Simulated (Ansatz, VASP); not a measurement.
BP in VASP and in Ansatz

```
B P
1.0
     0.00000    2.27415    2.27415
     2.27415    0.00000    2.27415
     2.27415    2.27415    0.00000
B P
1 1
Direct
  0.00000 0.00000 0.00000
  0.25000 0.25000 0.25000
```

Alike in both runs: task single point; functional PBE; k mesh 10 × 10 × 10; occupations gaussian, width 0.02 eV; no spin polarisation.

|  | VASP | Ansatz |
| --- | --- | --- |
| version | VASP 6.6.1 | Ansatz 0.2.0 |
| potentials or method | VASP PAW PBE potentials, release 64 (B, P), cutoff 500 eV | scalar-relativistic, plane waves, PAW |
| valence electrons in the cell | 8 | 8 |

Ansatz gave:

* gap on the k mesh at the Fermi level (eV): 1.25
* least direct gap on the mesh (eV): 3.39
* pressure (GPa): 0.0

Q: Which values does VASP return?

A: gap on the k mesh at the Fermi level (eV): 1.25; least direct gap on the mesh (eV): 3.39; pressure (GPa): -0.2.
